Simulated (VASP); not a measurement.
# Ca (Fm-3m) in VASP: further runs

The runs below take Ca through single point, with PBE.

Program: VASP 6.6.1. These are calculated values, not measurements. Logs are shortened: lines on timing, memory, paths and dates and some standing lists are left out, and cuts for length are marked.

## 1. The cell of the first run

It takes space group Fm-3m (No. 225, cubic). Conventional cell: a = 5.295 Å, b = 5.295 Å, c = 5.295 Å, α = 90.00°, β = 90.00°, γ = 90.00°. Ca (site symmetry m-3m) has 12 Ca at 3.74 Å within 4.9 Å.

## 2. Single point, PBE (37.11 Å³/atom)

File INCAR:

```
SYSTEM = Ca
  PREC = Accurate
  ENCUT = 520
  EDIFF = 1E-6
  ISMEAR = -1
  SIGMA = 0.1
  LREAL = .FALSE.
  LASPH = .TRUE.
  NELM = 100
  ALGO = Normal
  ISIF = 2
  LWAVE = .FALSE.
  LCHARG = .FALSE.
  GGA = PE
  NBANDS = 11
```

File KPOINTS:

```
regular mesh
0
G
  16 16 16
  0 0 0
```

File POSCAR:

```
Ca
1.0
    0.0000000000      2.6474596722      2.6474596722
    2.6474596722      0.0000000000      2.6474596722
    2.6474596722      2.6474596722      0.0000000000
Ca
1
Direct
    0.0000000000      0.0000000000      0.0000000000
```

Potentials or basis: VASP PAW PBE potentials, release 64 (Ca_sv).

Launch:

```sh
> cat potpaw_PBE.64/Ca_sv/POTCAR > POTCAR
> mpirun -np 1 vasp_std > vasp.out
```

OUTCAR:

```text
SYSTEM = Ca
   PREC = Accurate
   ENCUT = 520
   EDIFF = 1E-6
   ISMEAR = -1
   LREAL = .FALSE.
   LASPH = .TRUE.
   NELM = 100
   ISIF = 2
   GGA = PE

 ion  position               nearest neighbor table
   1  0.000  0.000  0.000-

  LATTYP: Found a face centered cubic cell.
 ALAT       =     5.2949193444

  Lattice vectors:

 A1 = (   0.0000000000,   2.6474596722,   2.6474596722)
 A2 = (   2.6474596722,   0.0000000000,   2.6474596722)
 A3 = (   2.6474596722,   2.6474596722,   0.0000000000)

Analysis of symmetry for initial positions (statically):
=====================================================================
 Subroutine PRICEL returns:
 Original cell was already a primitive cell.

 Routine SETGRP: Setting up the symmetry group for a
 face centered cubic supercell.

 Subroutine GETGRP returns: Found 48 space group operations
 (whereof 48 operations were pure point group operations)
 out of a pool of 48 trial point group operations.

The static configuration has the point symmetry O_h .

Analysis of symmetry for dynamics (positions and initial velocities):
=====================================================================
 Subroutine PRICEL returns:
 Original cell was already a primitive cell.

 Routine SETGRP: Setting up the symmetry group for a
 face centered cubic supercell.

 Subroutine GETGRP returns: Found 48 space group operations
 (whereof 48 operations were pure point group operations)
 out of a pool of 48 trial point group operations.

The dynamic configuration has the point symmetry O_h .

 Subroutine INISYM returns: Found 48 space group operations
 (whereof 48 operations are pure point group operations),
 and found     1 'primitive' translations

----------------------------------------------------------------------------------------

                                     Primitive cell

  volume of cell :      37.1123

  direct lattice vectors                    reciprocal lattice vectors
     0.000000000  2.647459672  2.647459672    -0.188860289  0.188860289  0.188860289
     2.647459672  0.000000000  2.647459672     0.188860289 -0.188860289  0.188860289
     2.647459672  2.647459672  0.000000000     0.188860289  0.188860289 -0.188860289

  length of vectors
     3.744073374  3.744073374  3.744073374     0.327115617  0.327115617  0.327115617

  position of ions in fractional coordinates (direct lattice)
     0.000000000  0.000000000  0.000000000

  ion indices of the primitive-cell ions
[... 79 lines left out ...]
   NFREE  =      0    steps in history (QN), initial steepest desc. (CG)
   ISIF   =      2    stress and relaxation
   ISYM   =      2    0-nonsym 1-usesym 2-fastsym
   POTIM  = 0.5000    time-step for ionic-motion
   TEBEG  =    0.0;   TEEND  =   0.0 temperature during run
   PSTRESS=    0.0 pullay stress
   NELECT =      10.0000    total number of electrons
   NUPDOWN=      -1.0000    fix difference up-down
   EMIN   =  10.00;   EMAX   =-10.00  energy-range for DOS
   EFERMI =   0.00;   METHOD = LEGACY
   ISMEAR =    -1;   SIGMA  =   0.10  broadening in eV -4-tet -1-fermi 0-gaus
   EFERMI_NEDOS =   21; number of points for ismear=-14 and -15
   IALGO  =     38    algorithm
   IMIX   =      4    mixing-type and parameters
     AMIX     =   0.40;   BMIX     =  1.00
     AMIX_MAG =   1.60;   BMIX_MAG =  1.00
  volume/ion in A,a.u.               =      37.11       250.45
  Fermi-wavevector in a.u.,A,eV,Ry     =   1.057391  1.998179 15.212335  1.118075
  Thomas-Fermi vector in A             =   2.192662
   LORBIT       =      0    0 simple, 1 ext, 2 COOP (PROOUT), +10 PAW based schemes
   GGA     = PE    functional components
   LHFCALC =     F    Hartree Fock is set to
   AEXX    =    0.0000 exact exchange contribution
   IVDW    =     0    specifies the selected vdW correction
   LEPSILON=     F    determine dielectric tensor
   LRPA    =     F    only Hartree local field effects (RPA)
 non-spin polarized calculation
  energy-cutoff  :      520.00
  volume of cell :       37.11
 maximum number of plane-waves:      1018
   NGX = 13   NGY = 13   NGZ = 13

 number of electron      10.0000001 magnetization

 Free energy of the ion-electron system (eV)
  ---------------------------------------------------
  ext. energy  EPLUGINS =         0.00000000
  ---------------------------------------------------
  free energy    TOTEN  =        -1.90921737 eV

  energy without entropy =       -1.87085629  energy(sigma->0) =       -1.89003683

 E-fermi :   2.5044     XC(G=0):  -8.1430

 val. band max:        2.5012208961   @ k =  -0.4375   0.1250   0.0000
 cond. band min:       2.5135308098   @ k =  -0.3125   0.4375   0.1250
 fundamental gap:      0.0123099137
 Fermi energy:         2.5043691372

 k-point     1 :       0.0000    0.0000    0.0000
  band No.  band energies     occupation
      1     -39.2218      2.00000
      2     -20.1162      2.00000
      3     -20.1162      2.00000
      4     -20.1162      2.00000
      5      -1.7526      2.00000
      6       5.0066      0.00000
      7       5.0066      0.00000
      8       5.0066      0.00000
      9       6.2507      0.00000
     10       6.2507      0.00000
     11      12.1898      0.00000
[... 309 lines left out ...]
 k-point    24 :      -0.0625    0.0625    0.0000
  band No.  band energies     occupation
      1     -39.2194      2.00000
      2     -20.1369      2.00000
      3     -20.1223      2.00000
      4     -20.1178      2.00000
      5      -1.5541      2.00000
      6       4.7946      0.00000
      7       5.0735      0.00000
      8       5.0903      0.00000
      9       6.1145      0.00000
     10       6.2491      0.00000
     11      12.4637      0.00000

 [... further k-points ...]

------------------------ aborting loop because EDIFF is reached ----------------------------------------

  FORCE on cell =-STRESS in cart. coord.  units (eV):
  Direction    XX          YY          ZZ          XY          YZ          ZX
  --------------------------------------------------------------------------------------
  -------------------------------------------------------------------------------------
  Total        0.6420417      0.6420417      0.6420417     -0.0000000     -0.0000000      0.0000000
  in kB       27.7176108     27.7176108     27.7176108     -0.0000000     -0.0000000      0.0000000
  external PRESSURE =      27.7176108 kB  Pullay stress =       0.0000000 kB

 VOLUME and BASIS-vectors are now :
 -----------------------------------------------------------------------------
  energy-cutoff  :      520.00
  volume of cell :       37.11
      direct lattice vectors                 reciprocal lattice vectors
     0.000000000  2.647459672  2.647459672    -0.188860289  0.188860289  0.188860289
     2.647459672  0.000000000  2.647459672     0.188860289 -0.188860289  0.188860289
     2.647459672  2.647459672  0.000000000     0.188860289  0.188860289 -0.188860289

 POSITION                                       TOTAL-FORCE (eV/Angst)
 -----------------------------------------------------------------------------------
      0.00000      0.00000      0.00000         0.000000      0.000000      0.000000
 -----------------------------------------------------------------------------------
    total drift:                               -0.000000     -0.000000     -0.000000

  FREE ENERGIE OF THE ION-ELECTRON SYSTEM (eV)
  ---------------------------------------------------
  free  energy   TOTEN  =        -1.9092173659 eV

  energy  without entropy=       -1.8708562879  energy(sigma->0) =       -1.89003683
```

stdout:

```text
POSCAR found type information on POSCAR Ca
 POSCAR found :  1 types and       1 ions
 scaLAPACK will be used
 LDA part: xc-table for (Slater+PW92), standard interpolation
 POSCAR, INCAR and KPOINTS ok, starting setup
 FFT: planning ... GRIDC
 FFT: planning ... GRID_SOFT
 FFT: planning ... GRID
 WAVECAR not read
 entering main loop
```

It took 25 s on 1 thread of AMD EPYC 9R45 (Zen 5), shared host; peak memory 0.17 GiB.

What came out:

| Quantity | Value |
| --- | --- |
| Free energy | -1.9092 eV |
| Pressure | 2.8 GPa |
| Band gap on the k mesh | zero (bands 5 and 6 overlap by 0.16 eV) |

Levels at points of the mesh, in eV from the Fermi level:
| k point | band 2 | band 3 | band 4 | band 5 | band 6 | band 7 | band 8 | band 9 |
| --- | --- | --- | --- | --- | --- | --- | --- | --- |
| (0.00, 0.00, 0.00) | -22.62 | -22.62 | -22.62 | -4.26 | 2.50 | 2.50 | 2.50 | 3.75 |
| (0.50, 0.00, 0.00) | -22.84 | -22.65 | -22.65 | -1.05 | -0.05 | 2.36 | 2.36 | 4.55 |
| (0.50, 0.50, 0.00) | -22.83 | -22.70 | -22.70 | -0.60 | 0.49 | 1.23 | 4.54 | 4.76 |

## 3. Single point, PBE (38.80 Å³/atom)

This run uses another cell than the first one, of 38.80 Å³/atom.

File INCAR:

```
  ALGO = Normal
  EDIFF = 1E-7
  ENCUT = 520
  GGA = PE
  ISIF = 2
  ISMEAR = -1
  LASPH = True
  LCHARG = True
  LELF = True
  LREAL = False
  LVHAR = True
  LWAVE = False
  NBANDS = 11
  NELM = 60
  PREC = Accurate
  SIGMA = 0.1
```

File KPOINTS:

```
k-points
0
Gamma
  16 16 16
```

File POSCAR:

```
Ca
1.0
    0.0000000000      2.6869798221      2.6869798221
    2.6869798221      0.0000000000      2.6869798221
    2.6869798221      2.6869798221      0.0000000000
Ca
1
Direct
    0.0000000000      0.0000000000      0.0000000000
```

Potentials or basis: VASP PAW PBE potentials, release 64 (Ca_sv).

Launch:

```sh
> cat potpaw_PBE.64/Ca_sv/POTCAR > POTCAR
> mpirun -np 1 vasp_std > vasp.out
```

OUTCAR:

```text
EDIFF = 1E-7
   ENCUT = 520
   GGA = PE
   ISIF = 2
   ISMEAR = -1
   LASPH = True
   LREAL = False
   NELM = 60
   PREC = Accurate

 ion  position               nearest neighbor table
   1  0.000  0.000  0.000-

  LATTYP: Found a face centered cubic cell.
 ALAT       =     5.3739596442

  Lattice vectors:

 A1 = (   0.0000000000,   2.6869798221,   2.6869798221)
 A2 = (   2.6869798221,   0.0000000000,   2.6869798221)
 A3 = (   2.6869798221,   2.6869798221,   0.0000000000)

Analysis of symmetry for initial positions (statically):
=====================================================================
 Subroutine PRICEL returns:
 Original cell was already a primitive cell.

 Routine SETGRP: Setting up the symmetry group for a
 face centered cubic supercell.

 Subroutine GETGRP returns: Found 48 space group operations
 (whereof 48 operations were pure point group operations)
 out of a pool of 48 trial point group operations.

The static configuration has the point symmetry O_h .

Analysis of symmetry for dynamics (positions and initial velocities):
[... 166 lines left out ...]
      2     -20.4172      2.00000
      3     -20.4172      2.00000
      4     -20.4172      2.00000
      5      -1.8685      2.00000
      6       4.7573      0.00000
      7       4.7573      0.00000
      8       4.7573      0.00000
      9       5.9393      0.00000
     10       5.9393      0.00000
     11      11.7947      0.00000
[... 309 lines left out ...]
 k-point    24 :      -0.0625    0.0625    0.0000
  band No.  band energies     occupation
      1     -39.5110      2.00000
      2     -20.4348      2.00000
      3     -20.4224      2.00000
      4     -20.4185      2.00000
      5      -1.6775      2.00000
      6       4.5552      0.00000
      7       4.8202      0.00000
      8       4.8372      0.00000
      9       5.8111      0.00000
     10       5.9382      0.00000
     11      12.0428      0.00000

 [... further k-points ...]

------------------------ aborting loop because EDIFF is reached ----------------------------------------

  FORCE on cell =-STRESS in cart. coord.  units (eV):
  Direction    XX          YY          ZZ          XY          YZ          ZX
  --------------------------------------------------------------------------------------
  -------------------------------------------------------------------------------------
  Total        0.4124906      0.4124906      0.4124906      0.0000000      0.0000000     -0.0000000
  in kB       17.0334037     17.0334037     17.0334037      0.0000000      0.0000000     -0.0000000
  external PRESSURE =      17.0334037 kB  Pullay stress =       0.0000000 kB

 VOLUME and BASIS-vectors are now :
 -----------------------------------------------------------------------------
  energy-cutoff  :      520.00
  volume of cell :       38.80
      direct lattice vectors                 reciprocal lattice vectors
     0.000000000  2.686979822  2.686979822    -0.186082529  0.186082529  0.186082529
     2.686979822  0.000000000  2.686979822     0.186082529 -0.186082529  0.186082529
     2.686979822  2.686979822  0.000000000     0.186082529  0.186082529 -0.186082529

 POSITION                                       TOTAL-FORCE (eV/Angst)
 -----------------------------------------------------------------------------------
      0.00000      0.00000      0.00000        -0.000000      0.000000     -0.000000
 -----------------------------------------------------------------------------------
    total drift:                               -0.000000      0.000000     -0.000000

  FREE ENERGIE OF THE ION-ELECTRON SYSTEM (eV)
  ---------------------------------------------------
  free  energy   TOTEN  =        -1.9329819431 eV

  energy  without entropy=       -1.8937258777  energy(sigma->0) =       -1.91335391
```

OSZICAR:

```text
N       E                     dE             d eps       ncg     rms          rms(c)
DAV:   1     0.684862285395E+02    0.68486E+02   -0.50918E+03  3190   0.833E+02
DAV:   2    -0.400241724534E+00   -0.68886E+02   -0.68224E+02  3511   0.213E+02
DAV:   3    -0.188787463065E+01   -0.14876E+01   -0.14729E+01  4620   0.309E+01
DAV:   4    -0.194768047688E+01   -0.59806E-01   -0.59523E-01  4141   0.507E+00
DAV:   5    -0.194925598263E+01   -0.15755E-02   -0.15749E-02  4473   0.630E-01    0.214E+00
DAV:   6    -0.193731410551E+01    0.11942E-01   -0.12041E-02  3982   0.119E+00    0.131E+00
DAV:   7    -0.193343147996E+01    0.38826E-02   -0.17194E-02  3847   0.152E+00    0.105E-01
DAV:   8    -0.193297178001E+01    0.45970E-03   -0.20376E-03  3804   0.431E-01    0.221E-02
DAV:   9    -0.193298196546E+01   -0.10185E-04   -0.81279E-05  4105   0.790E-02    0.565E-03
DAV:  10    -0.193298236886E+01   -0.40340E-06   -0.56721E-06  4729   0.174E-02    0.125E-03
DAV:  11    -0.193298220436E+01    0.16450E-06   -0.18108E-07  4494   0.267E-03    0.201E-03
DAV:  12    -0.193298193648E+01    0.26788E-06   -0.39190E-08  2263   0.246E-03    0.103E-04
DAV:  13    -0.193298194314E+01   -0.66580E-08   -0.54616E-09  1913   0.810E-04
   1 F= -.19329819E+01 E0= -.19133539E+01  d E =-.392561E-01
```

It took 33 s on 1 thread of AMD EPYC 9R45 (Zen 5), shared host; peak memory 0.17 GiB.

Results:

- Free energy: -1.9330 eV
- Pressure: 1.7 GPa
- Band gap on the k mesh: zero (bands 5 and 6 overlap by 0.23 eV)

(Part 1 of 2 ends here.)
